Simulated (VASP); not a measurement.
Ba:

```xyz
1
Lattice="3.9177 0.0000 0.0000 0.0000 3.9177 0.0000 0.0000 0.0000 3.9177" Properties=species:S:1:pos:R:3 pbc="T T T"
Ba    0.0000    0.0000    0.0000
```

Base run:

```yaml
Program: VASP 6.6.1
Functional: PBEsol
Potentials_or_basis: VASP PAW PBE potentials, release 64 (Ba_sv)
Cutoff: 520 eV
k_mesh: 7 × 7 × 7
Occupations: gaussian, width 0.02 eV
Spin: no spin polarisation
```

Its results: band gap on the k mesh 0.11 eV, indirect (least direct gap 0.22 eV); pressure -0.4 GPa.

Problem. The run is repeated on the same cell with these changes: functional from PBEsol to LDA; potentials or basis from VASP PAW PBE potentials, release 64 (Ba_sv) to VASP PAW LDA potentials, release 64 (Ba_sv). What comes out?

Solution. Band gap on the k mesh 0.05 eV, indirect (least direct gap 0.21 eV); pressure -1.0 GPa.

Caveats: spin-orbit coupling is left out, which moves the levels of the heavy elements; the PAW data sets were made with another functional, which shifts forces and pressure a little (some runs).

A k mesh can miss the band edges.
